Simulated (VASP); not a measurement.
# Ti: single point with LDA

Crystal: Ti.

```
Ti
1.0
     0.00000    2.00256    2.00256
     2.00256    0.00000    2.00256
     2.00256    2.00256    0.00000
Ti
1
Direct
  0.00000 0.00000 0.00000
```

| Property | Result |
| --- | --- |
| Program | VASP 6.6.1 |
| Task | single point |
| Functional | LDA |
| Potentials or basis | VASP PAW LDA potentials, release 64 (Ti_sv) |
| Cutoff | 520 eV |
| k mesh | 10 × 10 × 10 |
| Occupations | gaussian, width 0.2 eV |
| Spin | no spin polarisation |
| Dipole correction | no |
| Further INCAR settings | ALGO = Normal; EDIFF = 1e-07; NBANDS = 12 |

| Quantity | Value |
| --- | --- |
| Pressure | -0.4 GPa |
| Band gap on the k mesh | zero (band 6 reaches 9.73 eV, above the bottom of band 7 at 8.57 eV) |

Levels at points of the mesh, in eV from the Fermi level:
| k point | band 3 | band 4 | band 5 | band 6 | band 7 | band 8 | band 9 | band 10 |
| --- | --- | --- | --- | --- | --- | --- | --- | --- |
| (0.00, 0.00, 0.00) | -32.02 | -32.02 | -6.20 | 0.89 | 0.89 | 0.89 | 2.68 | 2.68 |
| (0.50, 0.00, 0.00) | -32.13 | -32.13 | -2.77 | 0.74 | 0.74 | 0.95 | 3.90 | 3.90 |
| (0.50, 0.50, 0.00) | -32.33 | -32.33 | -2.87 | -1.96 | 3.29 | 3.87 | 4.23 | 4.23 |

It took 17 s on 1 thread of AMD EPYC 7R43 64-Core Processor (Zen 3), with other jobs on the host, peak memory 0.1 GiB.
